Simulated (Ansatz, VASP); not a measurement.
# CdTe: VASP beside Ansatz

```
Cd Te
1.0
     3.76108    0.00000    0.00000
     0.00000    3.76108    0.00000
     0.00000    0.00000    3.76108
Cd Te
1 1
Cartesian
  0.0000 0.0000 0.0000
  1.8805 1.8805 1.8805
```

Alike in both runs: task single point; functional HSE06; k mesh 4 × 4 × 4; occupations fermi-dirac, width 0.02 eV; no spin polarisation.

```csv
,VASP,Ansatz
version,VASP 6.6.1,Ansatz 0.2.0
potentials or method,"VASP PAW PBE potentials, release 64 (Cd, Te)",plane waves
plane-wave cutoff (eV),520,420
valence electrons in the cell,18,36
```

```tsv
	VASP	Ansatz	Ansatz less VASP
pressure (GPa)	1.0	1.0	+0.07
```

VASP's potentials hold 18 valence electrons a cell and Ansatz's 36, so a difference there can come from the potentials and not from the codes. Ansatz's warnings: filled band counts differ across k points, stress exchange threshold loose, stress scf threshold loose.

The k mesh is coarse, so the values compare programs but aren't converged. Spin-orbit coupling is off throughout.
